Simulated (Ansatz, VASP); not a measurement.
WSe2 in VASP and in Ansatz

```xyz
3
Lattice="1.6418 0.9479 6.3819 -1.6418 0.9479 6.3819 0.0000 -1.8958 6.3819" Properties=species:S:1:pos:R:3 pbc="T T T"
W     1.6418    0.9479    6.3696
Se    0.0000    0.0000   14.4322
Se    0.0000    0.0000   11.0687
```

Alike in both runs: functional PBE; dispersion D3(BJ); k mesh 9 × 9 × 9; occupations gaussian, width 0.02 eV; no spin polarisation.

Ansatz relaxed the structure, and its values are those at the end. VASP's run is a single point on that final structure, the one shown.

|  | VASP | Ansatz |
| --- | --- | --- |
| version | VASP 6.6.1 | Ansatz 0.2.0 |
| potentials or method | VASP PAW PBE potentials, release 64 (W_sv, Se), cutoff 520 eV | scalar-relativistic, plane waves, PAW |
| valence electrons in the cell | 26 | 46 |

|  | VASP | Ansatz | Ansatz less VASP |
| --- | --- | --- | --- |
| gap on the k mesh at the Fermi level (eV) | 1.04 | 1.05 | +0.005 |
| least direct gap on the mesh (eV) | 1.67 | 1.67 | +0.003 |
| pressure (GPa) | 0.3 | 0.0 | -0.33 |
| rms of the force components (eV/Å) | 0.022 | 0.001 | -0.0211 |

VASP's potentials hold 26 valence electrons a cell and Ansatz's 46, so a difference there can come from the potentials and not from the codes.

Spin-orbit coupling is off throughout.
